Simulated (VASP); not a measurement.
# RbReO3 (Pm-3m) in VASP: a series of runs, part 2 of 2

VASP 6.6.1. The steps go on from the part before.

## Step 5: Single point, LDA

Contents of INCAR:

```
ALGO = Normal
EDIFF = 1E-6
ENCUT = 600
GGA = CA
GGA_COMPAT = F
ISIF = 2
ISMEAR = 0
LASPH = T
LCHARG = F
LREAL = F
LWAVE = F
NBANDS = 25
NELM = 120
PREC = Accurate
SIGMA = 0.15
```

Contents of KPOINTS:

```
k-points
0
Gamma
  5 5 5
```

Contents of POSCAR:

```
RbReO3
1.0
    3.9840620000      0.0000000000      0.0000000000
    0.0000000000      3.9840620000      0.0000000000
    0.0000000000      0.0000000000      3.9840620000
Rb Re O
1 1 3
Direct
    0.0000000000      0.0000000000      0.0000000000
    0.5000000000      0.5000000000      0.5000000000
    0.5000000000      0.5000000000      0.0000000000
    0.5000000000      0.0000000000      0.5000000000
    0.0000000000      0.5000000000      0.5000000000
```

Potentials or basis: VASP PAW LDA potentials, release 64 (Rb_sv, Re, O).

Started as:

```bash
> cat potpaw_LDA.64/Rb_sv/POTCAR potpaw_LDA.64/Re/POTCAR potpaw_LDA.64/O/POTCAR > POTCAR
> mpirun -np 1 vasp_std > vasp.out
```

OUTCAR:

```text
EDIFF = 1E-6
   ENCUT = 600
   GGA = CA
   ISIF = 2
   ISMEAR = 0
   LASPH = T
   LREAL = F
   NELM = 120
   PREC = Accurate

 ion  position               nearest neighbor table
   1  0.000  0.000  0.000-   3 2.82   4 2.82   5 2.82   4 2.82   5 2.82   3 2.82   5 2.82   5 2.82
                             3 2.82   4 2.82   4 2.82   3 2.82   2 3.45   2 3.45   2 3.45   2 3.45
   2  0.500  0.500  0.500-   3 1.99   4 1.99   5 1.99   3 1.99   4 1.99   5 1.99   1 3.45   1 3.45
                             1 3.45   1 3.45   1 3.45   1 3.45   1 3.45   1 3.45
   3  0.500  0.500  0.000-   2 1.99   2 1.99   1 2.82   1 2.82   1 2.82   1 2.82
   4  0.500  0.000  0.500-   2 1.99   2 1.99   1 2.82   1 2.82   1 2.82   1 2.82
   5  0.000  0.500  0.500-   2 1.99   2 1.99   1 2.82   1 2.82   1 2.82   1 2.82

  LATTYP: Found a simple cubic cell.
 ALAT       =     3.9840620000

  Lattice vectors:

 A1 = (   3.9840620000,   0.0000000000,   0.0000000000)
 A2 = (   0.0000000000,   3.9840620000,   0.0000000000)
 A3 = (   0.0000000000,   0.0000000000,   3.9840620000)

Analysis of symmetry for initial positions (statically):
=====================================================================
 Subroutine PRICEL returns:
 Original cell was already a primitive cell.

 Routine SETGRP: Setting up the symmetry group for a
 simple cubic supercell.

 Subroutine GETGRP returns: Found 48 space group operations
 (whereof 48 operations were pure point group operations)
 out of a pool of 48 trial point group operations.

The static configuration has the point symmetry O_h .

Analysis of symmetry for dynamics (positions and initial velocities):
=====================================================================
 Subroutine PRICEL returns:
 Original cell was already a primitive cell.

 Routine SETGRP: Setting up the symmetry group for a
 simple cubic supercell.
[... 113 lines left out ...]
   IALGO  =     38    algorithm
   IMIX   =      4    mixing-type and parameters
     AMIX     =   0.40;   BMIX     =  1.00
     AMIX_MAG =   1.60;   BMIX_MAG =  1.00
  volume/ion in A,a.u.               =      12.65        85.35
  Fermi-wavevector in a.u.,A,eV,Ry     =   1.331195  2.515594 24.110618  1.772080
  Thomas-Fermi vector in A             =   2.460225
   LORBIT       =      0    0 simple, 1 ext, 2 COOP (PROOUT), +10 PAW based schemes
   GGA     = CA    functional components
   LHFCALC =     F    Hartree Fock is set to
   AEXX    =    0.0000 exact exchange contribution
   IVDW    =     0    specifies the selected vdW correction
   LEPSILON=     F    determine dielectric tensor
   LRPA    =     F    only Hartree local field effects (RPA)
 non-spin polarized calculation
 Gauss-broadening in eV      SIGMA  =   0.15
  energy-cutoff  :      600.00
  volume of cell :       63.24
 maximum number of plane-waves:      2139
 NGX is ok and might be reduce to    32
   NGX = 15   NGY = 15   NGZ = 15

 number of electron      33.9999994 magnetization

 Free energy of the ion-electron system (eV)
  ---------------------------------------------------
  ext. energy  EPLUGINS =         0.00000000
  ---------------------------------------------------
  free energy    TOTEN  =       -40.59700796 eV

  energy without entropy =      -40.57450855  energy(sigma->0) =      -40.58575825

 E-fermi :   3.8952     XC(G=0): -11.7061

 val. band max:        3.8268036310   @ k =   0.4000   0.2000   0.2000
 cond. band min:       4.5483564977   @ k =   0.4000   0.4000   0.0000
 fundamental gap:      0.7215528667
 Fermi energy:         3.8952224458

 k-point     1 :       0.0000    0.0000    0.0000
  band No.  band energies     occupation
      1     -21.4379      2.00000
      2     -15.5566      2.00000
      3     -14.8473      2.00000
      4     -14.8473      2.00000
      5      -5.8506      2.00000
      6      -5.8506      2.00000
[... 269 lines left out ...]
     24      11.4219      0.00000
     25      14.5696      0.00000

------------------------ aborting loop because EDIFF is reached ----------------------------------------

  FORCE on cell =-STRESS in cart. coord.  units (eV):
  Direction    XX          YY          ZZ          XY          YZ          ZX
  --------------------------------------------------------------------------------------
  -------------------------------------------------------------------------------------
  Total       -4.9560090     -4.9560090     -4.9560090      0.0000000      0.0000000     -0.0000000
  in kB     -125.5637857   -125.5637857   -125.5637857      0.0000000      0.0000000     -0.0000000
  external PRESSURE =    -125.5637857 kB  Pullay stress =       0.0000000 kB

 VOLUME and BASIS-vectors are now :
 -----------------------------------------------------------------------------
  energy-cutoff  :      600.00
  volume of cell :       63.24
      direct lattice vectors                 reciprocal lattice vectors
     3.984062000  0.000000000  0.000000000     0.251000110  0.000000000  0.000000000
     0.000000000  3.984062000  0.000000000     0.000000000  0.251000110  0.000000000
     0.000000000  0.000000000  3.984062000     0.000000000  0.000000000  0.251000110

 POSITION                                       TOTAL-FORCE (eV/Angst)
 -----------------------------------------------------------------------------------
      0.00000      0.00000      0.00000         0.000000      0.000000      0.000000
      1.99203      1.99203      1.99203         0.000000      0.000000      0.000000
      1.99203      1.99203      0.00000         0.000000      0.000000      0.000000
      1.99203      0.00000      1.99203         0.000000      0.000000      0.000000
      0.00000      1.99203      1.99203         0.000000      0.000000      0.000000
 -----------------------------------------------------------------------------------
    total drift:                                0.000000     -0.000000     -0.000000

  FREE ENERGIE OF THE ION-ELECTRON SYSTEM (eV)
  ---------------------------------------------------
  free  energy   TOTEN  =       -40.5970079551 eV

  energy  without entropy=      -40.5745085497  energy(sigma->0) =      -40.58575825
```

OSZICAR:

```text
N       E                     dE             d eps       ncg     rms          rms(c)
DAV:   1     0.254781146706E+03    0.25478E+03   -0.18617E+04   597   0.152E+03
DAV:   2    -0.293177727401E+02   -0.28410E+03   -0.26360E+03   791   0.392E+02
DAV:   3    -0.482526728615E+02   -0.18935E+02   -0.18495E+02   792   0.114E+02
DAV:   4    -0.487064967023E+02   -0.45382E+00   -0.45202E+00   776   0.126E+01
DAV:   5    -0.487284168428E+02   -0.21920E-01   -0.21917E-01   672   0.236E+00    0.508E+01
DAV:   6    -0.413608143848E+02    0.73676E+01   -0.26435E+01   728   0.538E+01    0.132E+01
DAV:   7    -0.407667300773E+02    0.59408E+00   -0.32447E+00   776   0.216E+01    0.132E+01
DAV:   8    -0.406379438239E+02    0.12879E+00   -0.51066E-01   872   0.111E+01    0.349E+00
DAV:   9    -0.406013837461E+02    0.36560E-01   -0.37610E-02   808   0.322E+00    0.524E-01
DAV:  10    -0.405969765931E+02    0.44072E-02   -0.13245E-02   760   0.132E+00    0.130E-01
DAV:  11    -0.405970060468E+02   -0.29454E-04   -0.66725E-04   744   0.172E-01    0.287E-02
DAV:  12    -0.405970115174E+02   -0.54705E-05   -0.33033E-05   832   0.401E-02    0.279E-02
DAV:  13    -0.405970078880E+02    0.36293E-05   -0.10191E-05   728   0.526E-02    0.907E-03
DAV:  14    -0.405970079551E+02   -0.67062E-07   -0.35699E-07   400   0.800E-03
   1 F= -.40597008E+02 E0= -.40585758E+02  d E =-.224994E-01
```

stdout:

```text
POSCAR found type information on POSCAR RbReO
 POSCAR found :  3 types and       5 ions
 scaLAPACK will be used
 LDA part: xc-table for (Slater(with rela. corr.)+CA(PZ))
 , standard interpolation
 POSCAR, INCAR and KPOINTS ok, starting setup
 FFT: planning ... GRIDC
 FFT: planning ... GRID_SOFT
 FFT: planning ... GRID
 WAVECAR not read
 entering main loop
```

Run time: 22 s. Hardware: 1 thread of AMD EPYC 7R43 (Zen 3), shared host; peak memory 0.13 GiB.

What came out:

```yaml
Free_energy: -40.5970 eV
Pressure: -12.6 GPa
Band_gap_on_the_k_mesh: zero (bands 17 and 18 overlap by 3.78 eV)
```

Caveat: the cell stands under tension; spin-orbit coupling is left out, which moves the levels of the heavy elements.

## Step 6: The runs side by side

| k mesh | gap on the mesh (eV) | pressure (GPa) |
| --- | --- | --- |
| 3 × 3 × 3 | none | -10.5 |
| 4 × 4 × 4 | none | -12.1 |
| 5 × 5 × 5 | none | -12.6 |

Alike in all rows: task single point; level LDA; potentials or basis VASP PAW LDA potentials, release 64 (Rb_sv, Re, O); no spin polarisation; cell as given; cutoff (eV) 600; smearing gaussian 0.15 eV.

Caveats: some runs use coarse meshes; spin-orbit coupling is left out, which moves the levels of the heavy elements; the cell stands under tension (at least some runs).

Absolute energies hang on the potentials; compare differences alone.
